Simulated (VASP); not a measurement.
# Si (Fd-3m) in VASP: a series of runs

Runs on Si. Level: r2SCAN. Tasks: electric field gradients.

Program: VASP 6.6.1. These are calculated values, not measurements. Logs are shortened: lines on timing, memory, paths and dates and some standing lists are left out, and cuts for length are marked.

## (1) The cell of the first run

The structure is cubic, space group Fd-3m (No. 227). The conventional cell has a = 5.334 Å, b = 5.334 Å, c = 5.334 Å, α = 90.00°, β = 90.00°, γ = 90.00°. Si (site symmetry -43m) has 4 Si at 2.31 Å within 3.1 Å.

## (2) Electric field gradients, r2SCAN (volume scaled by 0.9405)

Contents of POSCAR:

```
Si
1.0
    0.0000000000      2.6667602745      2.6667602745
    2.6667602745      0.0000000000      2.6667602745
    2.6667602745      2.6667602745      0.0000000000
Si
2
Direct
    0.7500000000      0.7500000000      0.7500000000
    0.5000000000      0.5000000000      0.5000000000
```

Contents of INCAR.step1:

```
PREC = Accurate
ENCUT = 520
ISMEAR = -1
SIGMA = 0.02
LREAL = False
LASPH = True
NELM = 60
NBANDS = 11
GGA = PE
ALGO = Normal
EDIFF = 1E-4
LWAVE = True
LCHARG = False
```

Contents of INCAR.step2:

```
PREC = Accurate
ENCUT = 520
EDIFF = 1E-8
ISMEAR = -1
SIGMA = 0.02
LREAL = False
LASPH = True
NELM = 60
ALGO = Normal
ISIF = 2
LWAVE = False
LCHARG = False
METAGGA = R2SCAN
LMIXTAU = True
LEFG = True
NBANDS = 11
ISTART = 1
```

Contents of KPOINTS:

```
Automatic mesh
0
Gamma
  10 10 10
```

Potentials or basis: VASP PAW PBE potentials, release 64 (Si).

Command:

```bash
$ cat potpaw_PBE.64/Si/POTCAR > POTCAR
$ cp INCAR.step1 INCAR
$ mpirun -np 1 vasp_std > vasp.out
$ cp INCAR.step2 INCAR
$ mpirun -np 1 vasp_std > vasp.out
```

OUTCAR:

```text
PREC = Accurate
   ENCUT = 520
   EDIFF = 1E-8
   ISMEAR = -1
   LREAL = False
   LASPH = True
   NELM = 60
   ISIF = 2
   METAGGA = R2SCAN
   ISTART = 1

 ion  position               nearest neighbor table
   1  0.750  0.750  0.750-   2 2.31   2 2.31   2 2.31   2 2.31
   2  0.500  0.500  0.500-   1 2.31   1 2.31   1 2.31   1 2.31

  LATTYP: Found a face centered cubic cell.
 ALAT       =     5.3335205490

  Lattice vectors:

 A1 = (   0.0000000000,   2.6667602745,   2.6667602745)
 A2 = (   2.6667602745,   0.0000000000,   2.6667602745)
 A3 = (   2.6667602745,   2.6667602745,   0.0000000000)

Analysis of symmetry for initial positions (statically):
=====================================================================
 Subroutine PRICEL returns:
 Original cell was already a primitive cell.

 Routine SETGRP: Setting up the symmetry group for a
 face centered cubic supercell.

 Subroutine GETGRP returns: Found 48 space group operations
 (whereof 24 operations were pure point group operations)
 out of a pool of 48 trial point group operations.

The static configuration has the point symmetry T_d .
 The point group associated with its full space group is O_h .

Analysis of symmetry for dynamics (positions and initial velocities):
=====================================================================
 Subroutine PRICEL returns:
 Original cell was already a primitive cell.

 Routine SETGRP: Setting up the symmetry group for a
 face centered cubic supercell.

 Subroutine GETGRP returns: Found 48 space group operations
 (whereof 24 operations were pure point group operations)
 out of a pool of 48 trial point group operations.

The dynamic configuration has the point symmetry T_d .
 The point group associated with its full space group is O_h .

 Subroutine INISYM returns: Found 48 space group operations
 (whereof 24 operations are pure point group operations),
 and found     1 'primitive' translations

----------------------------------------------------------------------------------------

                                     Primitive cell

  volume of cell :      37.9299

  direct lattice vectors                    reciprocal lattice vectors
     0.000000000  2.666760275  2.666760275    -0.187493418  0.187493418  0.187493418
     2.666760275  0.000000000  2.666760275     0.187493418 -0.187493418  0.187493418
     2.666760275  2.666760275  0.000000000     0.187493418  0.187493418 -0.187493418

  length of vectors
     3.771368548  3.771368548  3.771368548     0.324748127  0.324748127  0.324748127

  position of ions in fractional coordinates (direct lattice)
     0.750000000  0.750000000  0.750000000
     0.500000000  0.500000000  0.500000000

  ion indices of the primitive-cell ions
   primitive index   ion index
                 1           1
                 2           2

----------------------------------------------------------------------------------------

 KPOINTS: Automatic mesh

Automatic generation of k-mesh.
 Grid dimensions read from file:
 generate k-points for:   10   10   10

 Generating k-lattice:

  Cartesian coordinates                     Fractional coordinates (reciprocal lattice)
    -0.018749342  0.018749342  0.018749342     0.100000000  0.000000000  0.000000000
     0.018749342 -0.018749342  0.018749342     0.000000000  0.100000000  0.000000000
     0.018749342  0.018749342 -0.018749342     0.000000000  0.000000000  0.100000000

  Length of vectors
     0.032474813  0.032474813  0.032474813

  Shift w.r.t. Gamma in fractional coordinates (k-lattice)
     0.000000000  0.000000000  0.000000000

 Subroutine IBZKPT returns following result:
 ===========================================

 Found     47 irreducible k-points:

 Following reciprocal coordinates:
            Coordinates               Weight
  0.000000  0.000000  0.000000      1.000000
  0.100000  0.000000  0.000000      8.000000
  0.200000  0.000000  0.000000      8.000000
  0.300000  0.000000  0.000000      8.000000
  0.400000  0.000000  0.000000      8.000000
  0.500000  0.000000  0.000000      4.000000
[... 16 lines left out ...]
  0.300000  0.300000  0.000000      6.000000
  0.400000  0.300000  0.000000     24.000000
 [... further k-points ...]
   k-points           NKPTS =     47   k-points in BZ     NKDIM =     47   number of bands    NBANDS=     11
   number of dos      NEDOS =    301   number of ions     NIONS =      2
   total plane-waves  NPLWV =  21952
   dimension x,y,z NGX =    28 NGY =   28 NGZ =   28
   dimension x,y,z NGXF=    56 NGYF=   56 NGZF=   56
   ions per type =               2
   NGX,Y,Z   is equivalent  to a cutoff of  12.34, 12.34, 12.34 a.u.
   NGXF,Y,Z  is equivalent  to a cutoff of  24.69, 24.69, 24.69 a.u.
 SYSTEM =  unknown system
   PREC   = accura    normal or accurate (medium, high low for compatibility)
   ISTART =      1    job   : 0-new  1-cont  2-samecut
   ICHARG =      0    charge: 1-file 2-atom 10-const
   ISPIN  =      1    spin polarized calculation?
   LNONCOLLINEAR =      F non collinear calculations
   LSORBIT =      F    spin-orbit coupling
   LASPH  =      T    aspherical Exc in radial PAW
   ENCUT  =  520.0 eV  38.22 Ry    6.18 a.u.   7.01  7.01  7.01*2*pi/ulx,y,z
   NELM   =     60;   NELMIN=  2; NELMDL=  0     # of ELM steps
   EDIFF  = 0.1E-07   stopping-criterion for ELM
   LREAL  =      F    real-space projection
   EDIFFG = 0.1E-06   stopping-criterion for IOM
   NSW    =      0    number of steps for IOM
   IBRION =     -1    ionic relax: 0-MD 1-quasi-New 2-CG
   NFREE  =      0    steps in history (QN), initial steepest desc. (CG)
   ISIF   =      2    stress and relaxation
   ISYM   =      2    0-nonsym 1-usesym 2-fastsym
   POTIM  = 0.5000    time-step for ionic-motion
   TEBEG  =    0.0;   TEEND  =   0.0 temperature during run
   PSTRESS=    0.0 pullay stress
   NELECT =       8.0000    total number of electrons
   NUPDOWN=      -1.0000    fix difference up-down
   EMIN   =  10.00;   EMAX   =-10.00  energy-range for DOS
   EFERMI =   0.00;   METHOD = LEGACY
   ISMEAR =    -1;   SIGMA  =   0.02  broadening in eV -4-tet -1-fermi 0-gaus
   EFERMI_NEDOS =   21; number of points for ismear=-14 and -15
   IALGO  =     38    algorithm
   IMIX   =      4    mixing-type and parameters
     AMIX     =   0.40;   BMIX     =  1.00
     AMIX_MAG =   1.60;   BMIX_MAG =  1.00
  volume/ion in A,a.u.               =      18.96       127.98
  Fermi-wavevector in a.u.,A,eV,Ry     =   0.974490  1.841520 12.920519  0.949631
  Thomas-Fermi vector in A             =   2.104954
   LORBIT       =      0    0 simple, 1 ext, 2 COOP (PROOUT), +10 PAW based schemes
   METAGGA = R2SCAN    functional components
   LHFCALC =     F    Hartree Fock is set to
   AEXX    =    0.0000 exact exchange contribution
   IVDW    =     0    specifies the selected vdW correction
   LEPSILON=     F    determine dielectric tensor
   LRPA    =     F    only Hartree local field effects (RPA)
 non-spin polarized calculation
  energy-cutoff  :      520.00
  volume of cell :       37.93
 maximum number of plane-waves:      1034
   NGX = 13   NGY = 13   NGZ = 13

 number of electron       8.0000000 magnetization

 Free energy of the ion-electron system (eV)
  ---------------------------------------------------
  ext. energy  EPLUGINS =         0.00000000
  ---------------------------------------------------
  free energy    TOTEN  =       -17.50513706 eV

  energy without entropy =      -17.50513706  energy(sigma->0) =      -17.50513706

 E-fermi :   6.6367     XC(G=0): -10.0728

 val. band max:        6.3040110362   @ k =   0.0000   0.0000   0.0000
 cond. band min:       6.9897077171   @ k =   0.4000   0.4000   0.0000
 fundamental gap:      0.6856966808
 Fermi energy:         6.6366923657

 k-point     1 :       0.0000    0.0000    0.0000
  band No.  band energies     occupation
      1      -6.6180      2.00000
      2       6.3040      2.00000
      3       6.3040      2.00000
      4       6.3040      2.00000
      5       9.0853      0.00000
      6       9.0853      0.00000
      7       9.0853      0.00000
      8      10.9760      0.00000
      9      14.4528      0.00000
     10      14.4528      0.00000
     11      15.2674      0.00000

 k-point     2 :       0.1000    0.0000    0.0000
  band No.  band energies     occupation
      1      -6.4737      2.00000
      2       5.1213      2.00000
      3       6.0827      2.00000
      4       6.0827      2.00000
      5       9.2642      0.00000
      6       9.4119      0.00000
      7       9.4119      0.00000
      8      11.7682      0.00000
      9      14.0837      0.00000
     10      14.0837      0.00000
     11      15.8288      0.00000

 k-point     3 :       0.2000    0.0000    0.0000
  band No.  band energies     occupation
      1      -6.0475      2.00000
      2       3.1195      2.00000
      3       5.6609      2.00000
      4       5.6609      2.00000
      5       9.0384      0.00000
      6       9.9666      0.00000
      7       9.9666      0.00000
      8      13.5025      0.00000
      9      13.7696      0.00000
     10      13.7696      0.00000
     11      16.4168      0.00000

 k-point     4 :       0.3000    0.0000    0.0000
  band No.  band energies     occupation
      1      -5.3668      2.00000
      2       1.1706      2.00000
      3       5.2923      2.00000
      4       5.2923      2.00000
      5       8.7092      0.00000
      6      10.1156      0.00000
      7      10.1156      0.00000
      8      14.4177      0.00000
      9      14.4177      0.00000
     10      14.9283      0.00000
     11      16.3013      0.00000
[... 239 lines left out ...]
 k-point    22 :      -0.2000    0.2000    0.0000
  band No.  band energies     occupation
      1      -5.1288      2.00000
      2       1.5849      2.00000
      3       3.0013      2.00000
      4       5.3704      2.00000
      5       9.6145      0.00000
      6      10.6672      0.00000
      7      11.0935      0.00000
      8      12.7542      0.00000
      9      12.8055      0.00000
     10      18.1659      0.00000
     11      18.3515      0.00000

 k-point    23 :       0.3000    0.3000    0.0000
  band No.  band energies     occupation
      1      -4.9100      2.00000
      2       1.7112      2.00000
      3       3.8270      2.00000
      4       3.8270      2.00000
      5       7.2990      0.00000
      6       8.9351      0.00000
      7      13.6445      0.00000
      8      13.6445      0.00000
      9      16.3705      0.00000
     10      16.8856      0.00000
     11      20.1037      0.00000

 k-point    24 :       0.4000    0.3000    0.0000
  band No.  band energies     occupation
      1      -4.2324      2.00000
      2       0.6004      2.00000
      3       3.1465      2.00000
      4       3.6013      2.00000
      5       7.4957      0.00000
      6       8.7596      0.00000
      7      14.0574      0.00000
      8      14.0596      0.00000
      9      17.5383      0.00000
     10      18.6178      0.00000
     11      19.6847      0.00000

 [... further k-points ...]
[... 5 lines left out ...]
  --------------------------------------------------------------------------------------
  -------------------------------------------------------------------------------------
  Total        1.5468506      1.5468506      1.5468506      0.0000000      0.0000000     -0.0000000
  in kB       65.3396815     65.3396815     65.3396815      0.0000000      0.0000000     -0.0000000
  external PRESSURE =      65.3396815 kB  Pullay stress =       0.0000000 kB

 VOLUME and BASIS-vectors are now :
 -----------------------------------------------------------------------------
  energy-cutoff  :      520.00
  volume of cell :       37.93
      direct lattice vectors                 reciprocal lattice vectors
     0.000000000  2.666760275  2.666760275    -0.187493418  0.187493418  0.187493418
     2.666760275  0.000000000  2.666760275     0.187493418 -0.187493418  0.187493418
     2.666760275  2.666760275  0.000000000     0.187493418  0.187493418 -0.187493418

 POSITION                                       TOTAL-FORCE (eV/Angst)
 -----------------------------------------------------------------------------------
      4.00014      4.00014      4.00014        -0.000000     -0.000000     -0.000000
      2.66676      2.66676      2.66676         0.000000      0.000000      0.000000
 -----------------------------------------------------------------------------------
    total drift:                                0.000000      0.000000     -0.000000

  FREE ENERGIE OF THE ION-ELECTRON SYSTEM (eV)
  ---------------------------------------------------
  free  energy   TOTEN  =       -17.5051370564 eV

  energy  without entropy=      -17.5051370562  energy(sigma->0) =      -17.50513706

 Electric field gradients (V/A^2)
---------------------------------------------------------------------
 ion       V_xx      V_yy      V_zz      V_xy      V_xz      V_yz
---------------------------------------------------------------------
   1       0.000     0.000     0.000    -0.000    -0.000    -0.000
   2       0.000     0.000     0.000    -0.000    -0.000    -0.000
---------------------------------------------------------------------

 Electric field gradients after diagonalization (V/A^2)
 (convention: |V_zz| > |V_xx| > |V_yy|)
----------------------------------------------------------------------
 ion       V_xx      V_yy      V_zz     asymmetry (V_yy - V_xx)/ V_zz
----------------------------------------------------------------------
   1       0.000     0.000    -0.000       0.000
   2       0.000     0.000    -0.000       0.000
----------------------------------------------------------------------

           NMR quadrupolar parameters

 Cq : quadrupolar parameter    Cq=e*Q*V_zz/h
 eta: asymmetry parameters     (V_yy - V_xx)/ V_zz
 Q  : nuclear electric quadrupole moment in mb (millibarn)
----------------------------------------------------------------------
 ion       Cq(MHz)       eta       Q (mb)
----------------------------------------------------------------------
   1      -0.000       0.000       1.000
   2      -0.000       0.000       1.000
----------------------------------------------------------------------
```

It took 43 s on 1 thread of Intel Xeon 6975P-C (Granite Rapids), shared host; peak memory 0.15 GiB.

What came out:

- Free energy: -17.5051 eV
- Pressure: 6.5 GPa
- Band gap on the k mesh: 0.69 eV, indirect (least direct gap 2.78 eV)

Levels at points of the mesh, in eV from the valence-band top:
```csv
k point,band 2,band 3,band 4,band 5,band 6,band 7
"(0.00, 0.00, 0.00)",0.00,0.00,0.00,2.78,2.78,2.78
"(0.50, 0.00, 0.00)",-7.54,-1.32,-1.32,2.09,3.56,3.56
"(0.50, 0.50, 0.00)",-8.35,-3.16,-3.16,0.81,0.81,11.39
```

Caveat: without QUAD_EFG the Cq values of the log hold for a quadrupole moment of 1 mb, not for the nuclei; the PAW data sets were made with another functional, which shifts forces and pressure a little. A k mesh can miss the band edges.

(Continued in part 2 of 4.)
